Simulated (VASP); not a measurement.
A run of VASP 6.6.1 is set up as follows.

The input INCAR:

```
SYSTEM = RbBr
ALGO = Normal
EDIFF = 1E-6
ENCUT = 520
GGA = PE
ISIF = 2
ISMEAR = 0
LASPH = .TRUE.
LCHARG = .FALSE.
LREAL = .FALSE.
LWAVE = .FALSE.
NBANDS = 15
NELM = 80
PREC = Accurate
SIGMA = 0.01
```

Contents of KPOINTS:

```
k-points
0
G
  4 4 4
  0 0 0
```

Contents of POSCAR:

```
RbBr
1.0
    0.0000000000      3.8694968646      3.8694968646
    3.8694968646      0.0000000000      3.8694968646
    3.8694968646      3.8694968646      0.0000000000
Rb Br
1 1
Direct
    0.0000000000      0.0000000000      0.0000000000
    0.2500000000      0.2500000000      0.2500000000
```

Potentials or basis: VASP PAW PBE potentials, release 64 (Rb_sv, Br).

Command:

```console
$ cat potpaw_PBE.64/Rb_sv/POTCAR potpaw_PBE.64/Br/POTCAR > POTCAR
$ mpirun -np 1 vasp_std > vasp.out
```

Predict the band gap on the k mesh.

4.07 eV, indirect (least direct gap 4.16 eV).

What does it give for the pressure?

0.2 GPa.

A k mesh can miss the band edges. As with any semilocal functional, this PBE gap is likely too small.
